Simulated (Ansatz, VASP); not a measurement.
## Two plane-wave programs on Sr

The input INCAR:

```
SYSTEM = Sr
PREC     = Accurate       ! precision mode
ENCUT    = 520            ! plane-wave cutoff, eV
EDIFF    = 1E-6           ! SCF threshold, eV
ISMEAR   = -1             ! smearing method
SIGMA    = 0.1            ! smearing width, eV
LREAL    = .FALSE.        ! projectors in reciprocal space
LASPH    = .TRUE.         ! aspherical terms in the spheres
NELM     = 80             ! most SCF steps
ALGO     = Normal         ! electronic algorithm
ISIF     = 2              ! what is computed and relaxed
LWAVE    = .FALSE.        ! write WAVECAR
LCHARG   = .FALSE.        ! write CHGCAR
GGA      = RE             ! functional
NBANDS   = 11             ! bands
```

The input KPOINTS:

```
regular mesh
0
G
  10 10 10
  0 0 0
```

The input POSCAR:

```
Sr
1.0
   -2.3925642806      2.3925642806      2.3925642806
    2.3925642806     -2.3925642806      2.3925642806
    2.3925642806      2.3925642806     -2.3925642806
Sr
1
Direct
    0.0000000000      0.0000000000      0.0000000000
```

Input for Ansatz:

```yaml
crystal:
  lattice:
    - [-2.3925642806, 2.3925642806, 2.3925642806]
    - [2.3925642806, -2.3925642806, 2.3925642806]
    - [2.3925642806, 2.3925642806, -2.3925642806]
  atoms:
    - { symbol: Sr, position: [0.0, 0.0, 0.0] }
hamiltonian:
  xc: revpbe
  pseudopotentials:
    kind: paw
    azcp:
      Sr: "pseudopotentials/Sr.paw.azcp"
basis:
  ecutwfc: 420
  fft_grid_basis: typed
kpoints:
  mp_grid: { grid: [10, 10, 10], shift: [0, 0, 0] }
magnetization:
  spin_polarized: false
scf:
  occupations: { method: fermi_dirac, width: 0.1 }
  lower_state_search: "off"
output:
  stress: true
```

Alike in both runs: task single point; functional revPBE; k mesh 10 × 10 × 10; occupations fermi-dirac, width 0.1 eV; no spin polarisation.

|  | VASP | Ansatz |
| --- | --- | --- |
| version | VASP 6.6.1 | Ansatz 0.2.0 |
| potentials or method | VASP PAW PBE potentials, release 64 (Sr_sv), cutoff 520 eV | plane waves (420 eV) with PAW, scalar-relativistic |
| valence electrons in the cell | 10 | 10 |

```tsv
	VASP	Ansatz	Ansatz less VASP
pressure (GPa)	0.5	0.5	-0.01
```

VASP's potentials were made for PBE, not for revPBE. The functional is the same, so the differences come from potentials, cutoffs and numerics.
